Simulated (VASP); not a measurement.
A run of VASP 6.6.1 is set up as follows.

File INCAR:

```
SYSTEM = SiC3
PREC = Accurate
ENCUT = 1300
EDIFF = 1E-6
ISMEAR = 0
SIGMA = 0.1
LREAL = .FALSE.
LASPH = .TRUE.
NELM = 200
ALGO = Normal
ISIF = 2
LWAVE = .FALSE.
LCHARG = .FALSE.
ISPIN = 2
MAGMOM = 0 1 1 1
LORBIT = 11
GGA = PE
NBANDS = 20
GGA_COMPAT = .FALSE.
```

Contents of KPOINTS:

```
regular mesh
0
G
  6 6 6
  0 0 0
```

The input POSCAR:

```
SiC3
1.0
    3.5756969826      0.0000000000      0.0000000000
    0.0000000000      3.5756969826      0.0000000000
    0.0000000000      0.0000000000      3.4043470061
Si C
1 3
Direct
    0.0000000000      0.0000000000      0.5000000000
    0.0000000000      0.0000000000      0.0000000000
    0.5000000000      0.5000000000      0.6987638000
    0.5000000000      0.5000000000      0.3012362000
```

Potentials or basis: VASP PAW PBE potentials, release 64 (Si, C_h).

Run with:

```bash
$ cat potpaw_PBE.64/Si/POTCAR potpaw_PBE.64/C_h/POTCAR > POTCAR
$ mpirun -np 1 vasp_std > vasp.out
```

Problem. Predict the band gap on the k mesh.

Solution. Zero (filled and empty bands overlap).

Problem. Predict the largest force.

Solution. 0.016 eV/Å.

Problem. Predict the pressure.

Solution. 0.0 GPa.

Problem. Estimate the net moment.

Solution. 0.00 μB per cell.

Forces in eV/Å, atoms in the order of the input:
```
Si   0.000  0.000  0.000
C    0.000  0.000  0.000
C    0.000  0.000 -0.016
C    0.000  0.000  0.016
```
